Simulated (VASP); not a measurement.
Write the native input for VASP 6.6.1 that does the following.

| Quantity | Value |
| --- | --- |
| Task | single point |
| Functional | PBE |
| Potentials or basis | VASP PAW PBE potentials, release 64 (Be, Te, Se) |
| Cutoff | 600 eV |
| k mesh | 3 × 3 × 3 |
| Occupations | gaussian, width 0.15 eV |
| Spin | no spin polarisation |
| Dipole correction | no |
| Further INCAR settings | ALGO = Normal; EDIFF = 1e-06; NBANDS = 26 |

The structure of Be4TeSe3 lies in POSCAR:

```
Be4TeSe3
1.0
    0.0000000000      4.6454569822      4.6454569822
    4.6454569822      0.0000000000      4.6454569822
    4.6454569822      4.6454569822      0.0000000000
Be Te Se
4 1 3
Direct
    0.6247782319      0.6247782319      0.6247782319
    0.6247782319      0.6247782319      0.1256653043
    0.6247782319      0.1256653043      0.6247782319
    0.1256653043      0.6247782319      0.6247782319
    0.0000000000      0.0000000000      0.0000000000
    0.5000000000      0.5000000000      0.5000000000
    0.7500000000      0.7500000000      0.7500000000
    0.2500000000      0.2500000000      0.2500000000
```

One way to write it, as run:

INCAR

```
SYSTEM = Be4TeSe3
PREC = Accurate
ENCUT = 600
EDIFF = 1E-6
ISMEAR = 0
SIGMA = 0.15
LREAL = .False.
LASPH = .True.
NELM = 120
ALGO = Normal
ISIF = 2
LWAVE = .False.
LCHARG = .True.
GGA = PE
LELF = .True.
LVHAR = .True.
NBANDS = 26
GGA_COMPAT = .False.
```

KPOINTS

```
regular mesh
0
Gamma
  3 3 3
  0 0 0
```

Potentials or basis: VASP PAW PBE potentials, release 64 (Be, Te, Se).

Launch:

```bash
$ cat potpaw_PBE.64/Be/POTCAR potpaw_PBE.64/Te/POTCAR potpaw_PBE.64/Se/POTCAR > POTCAR
$ mpirun -np 1 vasp_std > vasp.out
```

Results of the run:

The pressure is 0.8 GPa, the largest force is 0.103 eV/Å and the band gap on the k mesh is zero (band 16 reaches 2.53 eV, above the bottom of band 17 at 2.28 eV).

Caveat: the k points lie up to 0.39 Å⁻¹ apart; spin-orbit coupling is left out, which moves the levels of the heavy elements.

It took 56 s on 1 thread of AMD EPYC 7R43 64-Core Processor (Zen 3), with other jobs on the host, peak memory 0.35 GiB.
